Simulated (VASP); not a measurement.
# LiNbO3 (LiNbO3 (R3c)) (R3c) in VASP: a series of runs

LiNbO3 (LiNbO3 (R3c)) is run at these levels: PBE; tasks: single point.

Everything below comes from runs of VASP 6.6.1. Logs are shortened: lines on timing, memory, paths and dates and some standing lists are left out, and cuts for length are marked.

### 1 The cell of the first run

It takes space group R3c (No. 161, trigonal). The conventional cell has a = 5.190 Å, b = 5.190 Å, c = 14.017 Å, α = 90.00°, β = 90.00°, γ = 120.00°. Li (site symmetry 3) has 6 O at 2.08 to 2.26 Å within 2.8 Å. Nb (site symmetry 3) has 6 O at 1.88 to 2.17 Å within 2.5 Å. O (site symmetry 1) has 2 Nb at 1.88 to 2.17 Å and 2 Li at 2.08 to 2.26 Å within 2.5 Å.

### 2 Single point, PBE

INCAR reads:

```
SYSTEM = LiNbO3
PREC = Accurate ; ENCUT = 520
EDIFF = 1E-7 ; ISMEAR = 0
SIGMA = 0.01 ; LREAL = Auto
LASPH = .True. ; NELM = 60
ALGO = Normal ; ISIF = 2
LWAVE = .False. ; LCHARG = .False.
GGA = PE ; NBANDS = 318
```

KPOINTS reads:

```
Automatic mesh
0
Gamma
  1 1 1
  0 0 0
```

POSCAR reads:

```
LiNbO3
1.0
    5.1899002718      2.9963903190      9.3444465000
   -5.1899002718      2.9963903190      9.3444465000
    0.0000000000     -5.9927806380      9.3444465000
Li Nb O
16 16 48
Direct
    0.3592319429      0.3592319429      0.3592319429
    0.1092319429      0.1092319429      0.1092319429
    0.3592319429      0.3592319429      0.8592319429
    0.1092319429      0.1092319429      0.6092319429
    0.3592319429      0.8592319429      0.3592319429
    0.1092319429      0.6092319429      0.1092319429
    0.3592319429      0.8592319429      0.8592319429
    0.1092319429      0.6092319429      0.6092319429
    0.8592319429      0.3592319429      0.3592319429
    0.6092319429      0.1092319429      0.1092319429
    0.8592319429      0.3592319429      0.8592319429
    0.6092319429      0.1092319429      0.6092319429
    0.8592319429      0.8592319429      0.3592319429
    0.6092319429      0.6092319429      0.1092319429
    0.8592319429      0.8592319429      0.8592319429
    0.6092319429      0.6092319429      0.6092319429
    0.4992598063      0.4992598063      0.4992598063
    0.2492598063      0.2492598063      0.2492598063
    0.4992598063      0.4992598063      0.9992598063
    0.2492598063      0.2492598063      0.7492598063
    0.4992598063      0.9992598063      0.4992598063
    0.2492598063      0.7492598063      0.2492598063
    0.4992598063      0.9992598063      0.9992598063
    0.2492598063      0.7492598063      0.7492598063
    0.9992598063      0.4992598063      0.4992598063
    0.7492598063      0.2492598063      0.2492598063
    0.9992598063      0.4992598063      0.9992598063
    0.7492598063      0.2492598063      0.7492598063
    0.9992598063      0.9992598063      0.4992598063
    0.7492598063      0.7492598063      0.2492598063
    0.9992598063      0.9992598063      0.9992598063
    0.7492598063      0.7492598063      0.7492598063
    0.1399505052      0.3207579546      0.4448922960
    0.3207579546      0.4448922960      0.1399505052
    0.4448922960      0.1399505052      0.3207579546
    0.1948922960      0.0707579546      0.3899505052
    0.3899505052      0.1948922960      0.0707579546
    0.0707579546      0.3899505052      0.1948922960
    0.1399505052      0.3207579546      0.9448922960
    0.3207579546      0.4448922960      0.6399505052
    0.4448922960      0.1399505052      0.8207579546
    0.1948922960      0.0707579546      0.8899505052
    0.3899505052      0.1948922960      0.5707579546
    0.0707579546      0.3899505052      0.6948922960
    0.1399505052      0.8207579546      0.4448922960
    0.3207579546      0.9448922960      0.1399505052
    0.4448922960      0.6399505052      0.3207579546
    0.1948922960      0.5707579546      0.3899505052
    0.3899505052      0.6948922960      0.0707579546
    0.0707579546      0.8899505052      0.1948922960
    0.1399505052      0.8207579546      0.9448922960
    0.3207579546      0.9448922960      0.6399505052
    0.4448922960      0.6399505052      0.8207579546
    0.1948922960      0.5707579546      0.8899505052
    0.3899505052      0.6948922960      0.5707579546
    0.0707579546      0.8899505052      0.6948922960
    0.6399505052      0.3207579546      0.4448922960
    0.8207579546      0.4448922960      0.1399505052
    0.9448922960      0.1399505052      0.3207579546
    0.6948922960      0.0707579546      0.3899505052
    0.8899505052      0.1948922960      0.0707579546
    0.5707579546      0.3899505052      0.1948922960
    0.6399505052      0.3207579546      0.9448922960
    0.8207579546      0.4448922960      0.6399505052
    0.9448922960      0.1399505052      0.8207579546
    0.6948922960      0.0707579546      0.8899505052
    0.8899505052      0.1948922960      0.5707579546
    0.5707579546      0.3899505052      0.6948922960
    0.6399505052      0.8207579546      0.4448922960
    0.8207579546      0.9448922960      0.1399505052
    0.9448922960      0.6399505052      0.3207579546
    0.6948922960      0.5707579546      0.3899505052
    0.8899505052      0.6948922960      0.0707579546
    0.5707579546      0.8899505052      0.1948922960
    0.6399505052      0.8207579546      0.9448922960
    0.8207579546      0.9448922960      0.6399505052
    0.9448922960      0.6399505052      0.8207579546
    0.6948922960      0.5707579546      0.8899505052
    0.8899505052      0.6948922960      0.5707579546
    0.5707579546      0.8899505052      0.6948922960
```

Potentials or basis: VASP PAW PBE potentials, release 64 (Li_sv, Nb_sv, O).

Command:

```
$ cat potpaw_PBE.64/Li_sv/POTCAR potpaw_PBE.64/Nb_sv/POTCAR potpaw_PBE.64/O/POTCAR > POTCAR
$ mpirun -np 1 vasp_gam > vasp.out
```

OUTCAR:

```text
SYSTEM = LiNbO3
   PREC = Accurate
   ENCUT = 520
   EDIFF = 1E-7
   ISMEAR = 0
   LREAL = Auto
   LASPH = .True.
   NELM = 60
   ISIF = 2
   GGA = PE

 ion  position               nearest neighbor table
   1  0.359  0.359  0.359-  48 2.08  43 2.08  62 2.08  35 2.26  33 2.26  34 2.26
   2  0.109  0.109  0.109-  46 2.08  59 2.08  39 2.08  61 2.26  50 2.26  42 2.26
   3  0.359  0.359  0.859-  54 2.08  37 2.08  68 2.08  41 2.26  39 2.26  40 2.26
   4  0.109  0.109  0.609-  52 2.08  65 2.08  33 2.08  67 2.26  56 2.26  36 2.26
   5  0.359  0.859  0.359-  36 2.08  55 2.08  74 2.08  47 2.26  45 2.26  46 2.26
   6  0.109  0.609  0.109-  34 2.08  71 2.08  51 2.08  73 2.26  38 2.26  54 2.26
[... 81 lines left out ...]
 A1 = (   5.1899002718,   2.9963903190,   9.3444465000)
 A2 = (  -5.1899002718,   2.9963903190,   9.3444465000)
 A3 = (   0.0000000000,  -5.9927806380,   9.3444465000)

Analysis of symmetry for initial positions (statically):
=====================================================================
 Subroutine PRICEL returns following result:

  LATTYP: Found a trigonal (rhomboedric) cell.
 ALAT       =     5.5504977292
 COS(alpha) =     0.5628563533

  Lattice vectors:

 A1 = (   2.5949501359,   1.4981951595,   4.6722232500)
 A2 = (  -2.5949501359,   1.4981951595,   4.6722232500)
 A3 = (   0.0000000000,  -2.9963903190,   4.6722232500)

   8 primitive cells build up your supercell.

 Routine SETGRP: Setting up the symmetry group for a
 trigonal (rhombohedral) supercell.

 Subroutine GETGRP returns: Found  6 space group operations
 (whereof  3 operations were pure point group operations)
 out of a pool of 12 trial point group operations.

The static configuration has the point symmetry C_3 .
 The point group associated with its full space group is C_3v.

Analysis of symmetry for dynamics (positions and initial velocities):
=====================================================================
 Subroutine PRICEL returns following result:

  LATTYP: Found a trigonal (rhomboedric) cell.
 ALAT       =     5.5504977292
 COS(alpha) =     0.5628563533

  Lattice vectors:

 A1 = (   2.5949501359,   1.4981951595,   4.6722232500)
 A2 = (  -2.5949501359,   1.4981951595,   4.6722232500)
 A3 = (   0.0000000000,  -2.9963903190,   4.6722232500)

   8 primitive cells build up your supercell.

 Routine SETGRP: Setting up the symmetry group for a
 trigonal (rhombohedral) supercell.

 Subroutine GETGRP returns: Found  6 space group operations
 (whereof  3 operations were pure point group operations)
 out of a pool of 12 trial point group operations.

The dynamic configuration has the point symmetry C_3 .
 The point group associated with its full space group is C_3v.

 Subroutine INISYM returns: Found  6 space group operations
 (whereof  3 operations are pure point group operations),
 and found     8 'primitive' translations

----------------------------------------------------------------------------------------

                                     Primitive cell

  volume of cell :     108.9864

  direct lattice vectors                    reciprocal lattice vectors
     2.594950136  1.498195160  4.672223250     0.192681930  0.111244964  0.071343623
    -2.594950136  1.498195160  4.672223250    -0.192681930  0.111244964  0.071343623
[... 36 lines left out ...]
 generate k-points for:    1    1    1

 Generating k-lattice:

  Cartesian coordinates                     Fractional coordinates (reciprocal lattice)
     0.096340965  0.055622482  0.035671811     1.000000000  0.000000000  0.000000000
    -0.096340965  0.055622482  0.035671811     0.000000000  1.000000000  0.000000000
     0.000000000 -0.111244964  0.035671811     0.000000000  0.000000000  1.000000000

  Length of vectors
     0.116824313  0.116824313  0.116824313

  Shift w.r.t. Gamma in fractional coordinates (k-lattice)
     0.000000000  0.000000000  0.000000000

 Subroutine IBZKPT returns following result:
 ===========================================

 Found      1 irreducible k-points:

 Following reciprocal coordinates:
            Coordinates               Weight
  0.000000  0.000000  0.000000      1.000000
   k-points           NKPTS =      1   k-points in BZ     NKDIM =      1   number of bands    NBANDS=    318
   number of dos      NEDOS =    301   number of ions     NIONS =     80
   total plane-waves  NPLWV = 592704
   dimension x,y,z NGX =    84 NGY =   84 NGZ =   84
   dimension x,y,z NGXF=   168 NGYF=  168 NGZF=  168
   ions per type =              16  16  48
   NGX,Y,Z   is equivalent  to a cutoff of  12.58, 12.58, 12.58 a.u.
   NGXF,Y,Z  is equivalent  to a cutoff of  25.16, 25.16, 25.16 a.u.
 SYSTEM =  LiNbO3
   PREC   = accura    normal or accurate (medium, high low for compatibility)
   ISTART =      0    job   : 0-new  1-cont  2-samecut
   ICHARG =      2    charge: 1-file 2-atom 10-const
   ISPIN  =      1    spin polarized calculation?
   LNONCOLLINEAR =      F non collinear calculations
   LSORBIT =      F    spin-orbit coupling
   LASPH  =      T    aspherical Exc in radial PAW
   ENCUT  =  520.0 eV  38.22 Ry    6.18 a.u.  20.64 20.64 20.64*2*pi/ulx,y,z
   NELM   =     60;   NELMIN=  2; NELMDL= -5     # of ELM steps
   EDIFF  = 0.1E-06   stopping-criterion for ELM
   LREAL  =      T    real-space projection
   EDIFFG = 0.1E-05   stopping-criterion for IOM
   NSW    =      0    number of steps for IOM
   IBRION =     -1    ionic relax: 0-MD 1-quasi-New 2-CG
   NFREE  =      0    steps in history (QN), initial steepest desc. (CG)
   ISIF   =      2    stress and relaxation
   ISYM   =      2    0-nonsym 1-usesym 2-fastsym
   POTIM  = 0.5000    time-step for ionic-motion
   TEBEG  =    0.0;   TEEND  =   0.0 temperature during run
   PSTRESS=    0.0 pullay stress
   NELECT =     544.0000    total number of electrons
   NUPDOWN=      -1.0000    fix difference up-down
   EMIN   =  10.00;   EMAX   =-10.00  energy-range for DOS
   EFERMI =   0.00;   METHOD = LEGACY
   ISMEAR =     0;   SIGMA  =   0.01  broadening in eV -4-tet -1-fermi 0-gaus
   EFERMI_NEDOS =   21; number of points for ismear=-14 and -15
   IALGO  =     38    algorithm
   IMIX   =      4    mixing-type and parameters
     AMIX     =   0.40;   BMIX     =  1.00
     AMIX_MAG =   1.60;   BMIX_MAG =  1.00
  volume/ion in A,a.u.               =      10.90        73.55
  Fermi-wavevector in a.u.,A,eV,Ry     =   1.398901  2.643540 26.625577  1.956925
  Thomas-Fermi vector in A             =   2.522014
   LORBIT       =      0    0 simple, 1 ext, 2 COOP (PROOUT), +10 PAW based schemes
   GGA     = PE    functional components
   LHFCALC =     F    Hartree Fock is set to
   AEXX    =    0.0000 exact exchange contribution
   IVDW    =     0    specifies the selected vdW correction
   LEPSILON=     F    determine dielectric tensor
   LRPA    =     F    only Hartree local field effects (RPA)
 non-spin polarized calculation
 Gauss-broadening in eV      SIGMA  =   0.01
  energy-cutoff  :      520.00
  volume of cell :      871.89
 maximum number of plane-waves:     11751
 NGX is ok and might be reduce to    84
   NGX = 41   NGY = 41   NGZ = 41

 number of electron     543.9999984 magnetization

 Free energy of the ion-electron system (eV)
  ---------------------------------------------------
  ext. energy  EPLUGINS =         0.00000000
  ---------------------------------------------------
  free energy    TOTEN  =      -640.04846237 eV

  energy without entropy =     -640.04846237  energy(sigma->0) =     -640.04846237

 E-fermi :   3.4252     XC(G=0): -10.6653

 val. band max:        3.3175606490   @ k =   0.0000   0.0000   0.0000
 cond. band min:       6.9883175782   @ k =   0.0000   0.0000   0.0000
 fundamental gap:      3.6707569292
 Fermi energy:         3.4251866221

 k-point     1 :       0.0000    0.0000    0.0000
  band No.  band energies     occupation
      1     -50.8978      2.00000
      2     -50.8933      2.00000
      3     -50.8933      2.00000
      4     -50.8933      2.00000
      5     -50.8912      2.00000
      6     -50.8912      2.00000
[... 276 lines left out ...]
    283       7.1387      0.00000
    284       7.4483      0.00000
 [bands above 284 left out]

------------------------ aborting loop because EDIFF is reached ----------------------------------------

  FORCE on cell =-STRESS in cart. coord.  units (eV):
  Direction    XX          YY          ZZ          XY          YZ          ZX
  --------------------------------------------------------------------------------------
  -------------------------------------------------------------------------------------
  Total       -0.9690294     -0.9690294      0.0791669      0.0000000      0.0000000      0.0000000
  in kB       -1.7806776     -1.7806776      0.1454762      0.0000000      0.0000000      0.0000000
  external PRESSURE =      -1.1386263 kB  Pullay stress =       0.0000000 kB

 VOLUME and BASIS-vectors are now :
 -----------------------------------------------------------------------------
  energy-cutoff  :      520.00
  volume of cell :      871.89
      direct lattice vectors                 reciprocal lattice vectors
     5.189900272  2.996390319  9.344446500     0.096340965  0.055622482  0.035671811
    -5.189900272  2.996390319  9.344446500    -0.096340965  0.055622482  0.035671811
     0.000000000 -5.992780638  9.344446500     0.000000000 -0.111244964  0.035671811

 POSITION                                       TOTAL-FORCE (eV/Angst)
 -----------------------------------------------------------------------------------
      0.00000      0.00000     10.07047         0.000000     -0.000000     -0.019742
      0.00000      0.00000      3.06214         0.000000     -0.000000     -0.019742
      0.00000     -2.99639     14.74269         0.000000     -0.000000     -0.019742
      0.00000     -2.99639      7.73436         0.000000     -0.000000     -0.019742
     -2.59495      1.49820     14.74269         0.000000     -0.000000     -0.019742
     -2.59495      1.49820      7.73436         0.000000     -0.000000     -0.019742
[... 72 lines left out ...]
      1.01233      1.32838     20.14290         0.002958     -0.000272     -0.002676
     -1.65658      0.21252     20.14290        -0.001243      0.002698     -0.002676
 -----------------------------------------------------------------------------------
    total drift:                               -0.000000      0.000006     -0.043384

  FREE ENERGIE OF THE ION-ELECTRON SYSTEM (eV)
  ---------------------------------------------------
  free  energy   TOTEN  =      -640.0484623666 eV

  energy  without entropy=     -640.0484623666  energy(sigma->0) =     -640.04846237
```

Wall time 20 min (1 thread of Oxide Virtual Turin-like, shared host); peak memory 1.1 GiB.

Results:

| Item | Value |
| --- | --- |
| Free energy | -640.0485 eV |
| Largest force | 0.028 eV/Å |
| Band gap on the k mesh | 3.67 eV |

Forces on the atoms (eV/Å):
```
Li   0.000  0.000 -0.020
Li   0.000  0.000 -0.020
Li   0.000  0.000 -0.020
Li   0.000  0.000 -0.020
Li   0.000  0.000 -0.020
Li   0.000  0.000 -0.020
Li   0.000  0.000 -0.020
Li   0.000  0.000 -0.020
Li   0.000  0.000 -0.020
Li   0.000  0.000 -0.020
Li   0.000  0.000 -0.020
Li   0.000  0.000 -0.020
Li   0.000  0.000 -0.020
Li   0.000  0.000 -0.020
Li   0.000  0.000 -0.020
Li   0.000  0.000 -0.020
Nb   0.000  0.000  0.028
Nb   0.000  0.000  0.028
Nb   0.000  0.000  0.028
Nb   0.000  0.000  0.028
Nb   0.000  0.000  0.028
Nb   0.000  0.000  0.028
Nb   0.000  0.000  0.028
Nb   0.000  0.000  0.028
Nb   0.000  0.000  0.028
Nb   0.000  0.000  0.028
Nb   0.000  0.000  0.028
Nb   0.000  0.000  0.028
Nb   0.000  0.000  0.028
Nb   0.000  0.000  0.028
Nb   0.000  0.000  0.028
Nb   0.000  0.000  0.028
O    0.001  0.003 -0.003
O    0.002 -0.002 -0.003
O   -0.003  0.000 -0.003
O   -0.002 -0.002 -0.003
O    0.003  0.000 -0.003
O   -0.001  0.003 -0.003
O    0.001  0.003 -0.003
O    0.002 -0.002 -0.003
O   -0.003  0.000 -0.003
O   -0.002 -0.002 -0.003
O    0.003  0.000 -0.003
O   -0.001  0.003 -0.003
O    0.001  0.003 -0.003
O    0.002 -0.002 -0.003
O   -0.003  0.000 -0.003
O   -0.002 -0.002 -0.003
O    0.003  0.000 -0.003
O   -0.001  0.003 -0.003
O    0.001  0.003 -0.003
O    0.002 -0.002 -0.003
O   -0.003  0.000 -0.003
O   -0.002 -0.002 -0.003
O    0.003  0.000 -0.003
O   -0.001  0.003 -0.003
O    0.001  0.003 -0.003
O    0.002 -0.002 -0.003
O   -0.003  0.000 -0.003
O   -0.002 -0.002 -0.003
O    0.003  0.000 -0.003
O   -0.001  0.003 -0.003
O    0.001  0.003 -0.003
O    0.002 -0.002 -0.003
O   -0.003  0.000 -0.003
O   -0.002 -0.002 -0.003
O    0.003  0.000 -0.003
O   -0.001  0.003 -0.003
O    0.001  0.003 -0.003
O    0.002 -0.002 -0.003
O   -0.003  0.000 -0.003
O   -0.002 -0.002 -0.003
O    0.003  0.000 -0.003
O   -0.001  0.003 -0.003
O    0.001  0.003 -0.003
O    0.002 -0.002 -0.003
O   -0.003  0.000 -0.003
O   -0.002 -0.002 -0.003
O    0.003  0.000 -0.003
O   -0.001  0.003 -0.003
```

Levels at points of the mesh, in eV from the valence-band top:
```
           k point  band 268  band 269  band 270  band 271  band 272  band 273  band 274  band 275  band 276  band 277
(0.00, 0.00, 0.00)     -0.19     -0.19     -0.19      0.00      0.00      3.67      3.67      3.75      3.75      3.75
```

Caveat: the k points lie up to 0.73 Å⁻¹ apart; the cutoff is under 1.25 times the usual one of these potentials, so pressure, stress and relaxed cells hold a basis-set (Pulay) error. A hybrid or GW would open this gap; PBE tends to underestimate it.

(Part 1 of 2 ends here.)
